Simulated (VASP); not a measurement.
Wanted: the native input for a VASP 6.6.1 run.

```yaml
Task: single point
Functional: PBE
Dispersion: D3(BJ)
Potentials_or_basis: VASP PAW PBE potentials, release 64 (Sn_d, O, Cu)
Cutoff: 520 eV
k_mesh: 7 × 7 × 1
Occupations: gaussian, width 0.05 eV
Spin: collinear spin
Starting_moments: "[0.0, 0.0, 0.0, 0.0, 1.0] μB"
Dipole_correction: yes
Further_INCAR_settings: ALGO = Normal; EDIFF = 1e-06; NBANDS = 38
```

The structure of CuSn2O2 lies in POSCAR:

```
CuSn2O2
1.0
    3.8201708766      0.0000000000      0.0000000000
    0.0000000000      3.8201708766      0.0000000000
    0.0000000000      0.0000000000     19.3630360333
Sn O Cu
2 2 1
Direct
    0.5000000000      0.0000000000      0.2065791745
    0.0000000000      0.5000000000      0.3286176828
    0.0000000000      0.0000000000      0.2675984287
    0.5000000000      0.5000000000      0.2675984287
    0.5000000000      1.0000000000      0.4422362288
```

These files were run (other wordings do the same):

INCAR

```
SYSTEM = CuSn2O2
PREC = Accurate ; ENCUT = 520
EDIFF = 1E-6 ; ISMEAR = 0
SIGMA = 0.05 ; LREAL = .FALSE.
LASPH = .TRUE. ; NELM = 150
ALGO = Normal ; ISIF = 2
LWAVE = .FALSE. ; LCHARG = .FALSE.
ISPIN = 2 ; MAGMOM = 0 0 0 0 1
LORBIT = 11 ; LMAXMIX = 4
LDIPOL = .TRUE. ; IDIPOL = 3
DIPOL = 0.5 0.5 0.303 ; GGA = PE
IVDW = 12 ; NBANDS = 38
```

KPOINTS

```
Automatic mesh
0
G
  7 7 1
  0 0 0
```

Potentials or basis: VASP PAW PBE potentials, release 64 (Sn_d, O, Cu).

Run with:

```console
$ cat potpaw_PBE.64/Sn_d/POTCAR potpaw_PBE.64/O/POTCAR potpaw_PBE.64/Cu/POTCAR > POTCAR
$ mpirun -np 1 vasp_std > vasp.out
```

Results of the run:

The largest force is 0.592 eV/Å. The net moment is 0.35 μB per cell, the site moments are Sn +0.00, +0.05; O +0.02; Cu +0.09 μB and the valence electrons inside the program's atomic spheres are Sn 12.10, 12.03; O 5.00; Cu 9.73. The dispersion energy per atom is -0.173 eV.

Caveat: a moment this small can come from the mesh or the smearing.

It took 10 min on 1 thread of Oxide Virtual Turin-like Processor, with other jobs on the host, peak memory 0.47 GiB.
